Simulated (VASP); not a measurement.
# N (C2/m) in VASP: single point with PBEsol

Aim: the single point of N with PBEsol.

Everything below comes from runs of VASP 6.6.1. Logs are shortened: lines on timing, memory, paths and dates and some standing lists are left out, and cuts for length are marked.

### Step 1. The cell of the first run

It takes space group C2/m (No. 12, monoclinic). The conventional cell has a = 3.534 Å, b = 2.146 Å, c = 1.946 Å, α = 90.00°, β = 116.77°, γ = 90.00°. N (site symmetry 2/m) has 12 N at 1.95 to 2.23 Å within 2.6 Å.

### Step 2. Single point, PBEsol (strained)

The input, INCAR:

```
SYSTEM = N
PREC     = Accurate       ! precision mode
ENCUT    = 520            ! plane-wave cutoff, eV
EDIFF    = 1E-6           ! SCF threshold, eV
ISMEAR   = 0              ! smearing method
SIGMA    = 0.1            ! smearing width, eV
LREAL    = .False.        ! projectors in reciprocal space
LASPH    = .True.         ! aspherical terms in the spheres
NELM     = 80             ! most SCF steps
ALGO     = Normal         ! electronic algorithm
ISIF     = 2              ! what is computed and relaxed
LWAVE    = .False.        ! write WAVECAR
LCHARG   = .False.        ! write CHGCAR
GGA      = PS             ! functional
NBANDS   = 8              ! bands
```

The input, KPOINTS:

```
Automatic mesh
0
Gamma
  20 22 20
  0 0 0
```

The input, POSCAR:

```
N
1.0
   -0.0138755109      1.6434944430      1.5036516681
    1.3733958923      0.1163802649      1.3733958923
    1.5036516681      1.6434944430     -0.0138755109
N
1
Direct
    0.0000000000      0.0000000000      0.0000000000
```

Potentials or basis: VASP PAW PBE potentials, release 64 (N).

Command:

```console
$ cat potpaw_PBE.64/N/POTCAR > POTCAR
$ mpirun -np 1 vasp_std > vasp.out
```

OUTCAR:

```text
SYSTEM = N
   PREC = Accurate
   ENCUT = 520
   EDIFF = 1E-6
   ISMEAR = 0
   LREAL = .False.
   LASPH = .True.
   NELM = 80
   ISIF = 2
   GGA = PS

 ion  position               nearest neighbor table
   1  0.000  0.000  0.000-

  LATTYP: Found a base centered monoclinic cell.
 ALAT       =     3.5339054072
 B/A-ratio  =     0.6072905951
 C/A-ratio  =     0.5505972787
 COS(beta)  =    -0.4504437173

  Lattice vectors:

 A1 = (   0.1302557758,   1.5271141781,  -1.3872714032)
 A2 = (  -1.3872714032,   1.5271141781,   0.1302557758)
 A3 = (   1.3733958923,   0.1163802649,   1.3733958923)

Analysis of symmetry for initial positions (statically):
=====================================================================
 Subroutine PRICEL returns:
 Original cell was already a primitive cell.

 Routine SETGRP: Setting up the symmetry group for a
 base centered monoclinic supercell.

 Subroutine GETGRP returns: Found  4 space group operations
 (whereof  4 operations were pure point group operations)
 out of a pool of  4 trial point group operations.

The static configuration has the point symmetry C_2h.

Analysis of symmetry for dynamics (positions and initial velocities):
=====================================================================
 Subroutine PRICEL returns:
 Original cell was already a primitive cell.

 Routine SETGRP: Setting up the symmetry group for a
 base centered monoclinic supercell.

 Subroutine GETGRP returns: Found  4 space group operations
 (whereof  4 operations were pure point group operations)
 out of a pool of  4 trial point group operations.

The dynamic configuration has the point symmetry C_2h.

 Subroutine INISYM returns: Found  4 space group operations
 (whereof  4 operations are pure point group operations),
 and found     1 'primitive' translations

----------------------------------------------------------------------------------------

                                     Primitive cell

  volume of cell :       6.5875

  direct lattice vectors                    reciprocal lattice vectors
    -0.013875511  1.643494443  1.503651668    -0.342888301  0.316380939  0.316078480
     1.373395892  0.116380265  1.373395892     0.378601916 -0.343190760  0.378601916
     1.503651668  1.643494443 -0.013875511     0.316078480  0.316380939 -0.342888301

  length of vectors
     2.227607428  1.945758700  2.227607428     0.563537835  0.635970690  0.563537835

  position of ions in fractional coordinates (direct lattice)
     0.000000000  0.000000000  0.000000000

  ion indices of the primitive-cell ions
   primitive index   ion index
                 1           1

----------------------------------------------------------------------------------------

 KPOINTS: Automatic mesh

Automatic generation of k-mesh.
 Grid dimensions read from file:
 generate k-points for:   20   22   20

 Generating k-lattice:

  Cartesian coordinates                     Fractional coordinates (reciprocal lattice)
    -0.017144415  0.015819047  0.015803924     0.050000000 -0.000000000 -0.000000000
     0.017209178 -0.015599580  0.017209178     0.000000000  0.045454545  0.000000000
     0.015803924  0.015819047 -0.017144415     0.000000000 -0.000000000  0.050000000

  Length of vectors
     0.028176892  0.028907759  0.028176892

  Shift w.r.t. Gamma in fractional coordinates (k-lattice)
     0.000000000  0.000000000  0.000000000

 Subroutine IBZKPT returns following result:
 ===========================================

 Found   2322 irreducible k-points:

 Following reciprocal coordinates:
            Coordinates               Weight
  0.000000  0.000000  0.000000      1.000000
  0.050000  0.000000 -0.000000      4.000000
  0.100000  0.000000 -0.000000      4.000000
  0.150000  0.000000  0.000000      4.000000
  0.200000  0.000000 -0.000000      4.000000
  0.250000  0.000000 -0.000000      4.000000
[... 16 lines left out ...]
 -0.450000  0.045455  0.000000      4.000000
 -0.400000  0.045455  0.000000      4.000000
 [... further k-points ...]
   k-points           NKPTS =   2322   k-points in BZ     NKDIM =   2322   number of bands    NBANDS=      8
   number of dos      NEDOS =    301   number of ions     NIONS =      1
   total plane-waves  NPLWV =   4536
   dimension x,y,z NGX =    18 NGY =   14 NGZ =   18
   dimension x,y,z NGXF=    36 NGYF=   28 NGZF=   36
   ions per type =               1
   NGX,Y,Z   is equivalent  to a cutoff of  13.43, 11.96, 13.43 a.u.
   NGXF,Y,Z  is equivalent  to a cutoff of  26.87, 23.92, 26.87 a.u.
 SYSTEM =  N
   PREC   = accura    normal or accurate (medium, high low for compatibility)
   ISTART =      0    job   : 0-new  1-cont  2-samecut
   ICHARG =      2    charge: 1-file 2-atom 10-const
   ISPIN  =      1    spin polarized calculation?
   LNONCOLLINEAR =      F non collinear calculations
   LSORBIT =      F    spin-orbit coupling
   LASPH  =      T    aspherical Exc in radial PAW
   ENCUT  =  520.0 eV  38.22 Ry    6.18 a.u.   4.14  3.62  4.14*2*pi/ulx,y,z
   NELM   =     80;   NELMIN=  2; NELMDL= -5     # of ELM steps
   EDIFF  = 0.1E-05   stopping-criterion for ELM
   LREAL  =      F    real-space projection
   EDIFFG = 0.1E-04   stopping-criterion for IOM
   NSW    =      0    number of steps for IOM
   IBRION =     -1    ionic relax: 0-MD 1-quasi-New 2-CG
   NFREE  =      0    steps in history (QN), initial steepest desc. (CG)
   ISIF   =      2    stress and relaxation
   ISYM   =      2    0-nonsym 1-usesym 2-fastsym
   POTIM  = 0.5000    time-step for ionic-motion
   TEBEG  =    0.0;   TEEND  =   0.0 temperature during run
   PSTRESS=    0.0 pullay stress
   NELECT =       5.0000    total number of electrons
   NUPDOWN=      -1.0000    fix difference up-down
   EMIN   =  10.00;   EMAX   =-10.00  energy-range for DOS
   EFERMI =   0.00;   METHOD = LEGACY
   ISMEAR =     0;   SIGMA  =   0.10  broadening in eV -4-tet -1-fermi 0-gaus
   EFERMI_NEDOS =   21; number of points for ismear=-14 and -15
   IALGO  =     38    algorithm
   IMIX   =      4    mixing-type and parameters
     AMIX     =   0.40;   BMIX     =  1.00
     AMIX_MAG =   1.60;   BMIX_MAG =  1.00
  volume/ion in A,a.u.               =       6.59        44.45
  Fermi-wavevector in a.u.,A,eV,Ry     =   1.493336  2.821996 30.341704  2.230052
  Thomas-Fermi vector in A             =   2.605749
   LORBIT       =      0    0 simple, 1 ext, 2 COOP (PROOUT), +10 PAW based schemes
   GGA     = PS    functional components
   LHFCALC =     F    Hartree Fock is set to
   AEXX    =    0.0000 exact exchange contribution
   IVDW    =     0    specifies the selected vdW correction
   LEPSILON=     F    determine dielectric tensor
   LRPA    =     F    only Hartree local field effects (RPA)
 non-spin polarized calculation
 Gauss-broadening in eV      SIGMA  =   0.10
  energy-cutoff  :      520.00
  volume of cell :        6.59
 maximum number of plane-waves:       187
 NGX is ok and might be reduce to    18
   NGX =  9   NGY =  7   NGZ =  9

 number of electron       5.0000000 magnetization

 Free energy of the ion-electron system (eV)
  ---------------------------------------------------
  ext. energy  EPLUGINS =         0.00000000
  ---------------------------------------------------
  free energy    TOTEN  =        -4.41341121 eV

  energy without entropy =       -4.41064684  energy(sigma->0) =       -4.41202902

 E-fermi :   7.1827     XC(G=0): -13.5421

 val. band max:        7.1810247076   @ k =   0.5000   0.1364   0.3000
 cond. band min:       7.1836652706   @ k =   0.4000   0.0000   0.4000
 fundamental gap:      0.0026405631
 Fermi energy:         7.1826668583

 k-point     1 :       0.0000    0.0000    0.0000
  band No.  band energies     occupation
      1     -14.7075      2.00000
      2      11.2583      0.00000
      3      11.6147      0.00000
      4      13.2754      0.00000
      5      32.8009      0.00000
      6      38.3060      0.00000
      7      38.7744      0.00000
      8      46.0668      0.00000

 k-point     2 :       0.0500    0.0000   -0.0000
  band No.  band energies     occupation
      1     -14.6121      2.00000
      2      11.0251      0.00000
      3      11.5301      0.00000
      4      13.2273      0.00000
      5      32.9028      0.00000
      6      37.8139      0.00000
      7      38.8375      0.00000
      8      46.1840      0.00000

 k-point     3 :       0.1000    0.0000   -0.0000
  band No.  band energies     occupation
      1     -14.3265      2.00000
      2      10.2315      0.00000
      3      11.3843      0.00000
      4      13.1173      0.00000
      5      33.1889      0.00000
      6      36.6505      0.00000
      7      39.0783      0.00000
      8      46.3706      0.00000

 k-point     4 :       0.1500    0.0000    0.0000
  band No.  band energies     occupation
      1     -13.8532      2.00000
      2       8.9323      0.00000
      3      11.2039      0.00000
      4      12.9895      0.00000
      5      33.6024      0.00000
      6      35.3637      0.00000
      7      39.3389      0.00000
      8      46.1707      0.00000

 k-point     5 :       0.2000    0.0000   -0.0000
  band No.  band energies     occupation
      1     -13.1964      2.00000
      2       7.2732      0.20062
      3      10.9913      0.00000
      4      12.8612      0.00000
      5      33.8728      0.00000
      6      34.3976      0.00000
      7      39.4034      0.00000
      8      46.1265      0.00000
[... 177 lines left out ...]
 k-point    22 :       0.5000    0.0455   -0.0000
  band No.  band energies     occupation
      1      -7.3904      2.00000
      2      -2.3699      2.00000
      3       9.9506      0.00000
      4      12.2066      0.00000
      5      30.7840      0.00000
      6      35.7486      0.00000
      7      38.1482      0.00000
      8      43.0458      0.00000

 k-point    23 :      -0.4500    0.0455    0.0000
  band No.  band energies     occupation
      1      -7.5585      2.00000
      2      -2.1685      2.00000
      3      10.0193      0.00000
      4      12.2332      0.00000
      5      30.8264      0.00000
      6      35.7386      0.00000
      7      38.0981      0.00000
      8      42.8047      0.00000

 k-point    24 :      -0.4000    0.0455    0.0000
  band No.  band energies     occupation
      1      -8.5414      2.00000
      2      -0.8904      2.00000
      3      10.1501      0.00000
      4      12.2877      0.00000
      5      31.0583      0.00000
      6      35.6369      0.00000
      7      38.1765      0.00000
      8      42.7553      0.00000

 [... further k-points ...]
[... 5 lines left out ...]
  --------------------------------------------------------------------------------------
  -------------------------------------------------------------------------------------
  Total        0.4845936      1.4576211      0.4845936      0.7896572      0.7896573     -0.6183734
  in kB      117.8599677    354.5139347    117.8599677    192.0557420    192.0557526   -150.3971057
  external PRESSURE =     196.7446233 kB  Pullay stress =       0.0000000 kB

 VOLUME and BASIS-vectors are now :
 -----------------------------------------------------------------------------
  energy-cutoff  :      520.00
  volume of cell :        6.59
      direct lattice vectors                 reciprocal lattice vectors
    -0.013875511  1.643494443  1.503651668    -0.342888301  0.316380939  0.316078480
     1.373395892  0.116380265  1.373395892     0.378601916 -0.343190760  0.378601916
     1.503651668  1.643494443 -0.013875511     0.316078480  0.316380939 -0.342888301

 POSITION                                       TOTAL-FORCE (eV/Angst)
 -----------------------------------------------------------------------------------
      0.00000      0.00000      0.00000         0.000000      0.000000      0.000000
 -----------------------------------------------------------------------------------
    total drift:                                0.000000     -0.000000     -0.000000

  FREE ENERGIE OF THE ION-ELECTRON SYSTEM (eV)
  ---------------------------------------------------
  free  energy   TOTEN  =        -4.4134112089 eV

  energy  without entropy=       -4.4106468372  energy(sigma->0) =       -4.41202902
```

Wall time 45 s (1 thread of Intel Xeon Platinum 8559C (Emerald Rapids), shared host); peak memory 0.2 GiB.

Results:

- Free energy: -4.4134 eV
- Pressure: 19.7 GPa

Stress tensor (GPa, compression positive):
```
 11.79  19.21 -15.04
 19.21  35.45  19.21
-15.04  19.21  11.79
```

Caveat: the cell differs from its parent crystal (strained); the PAW data sets were made with another functional, which shifts forces and pressure a little.
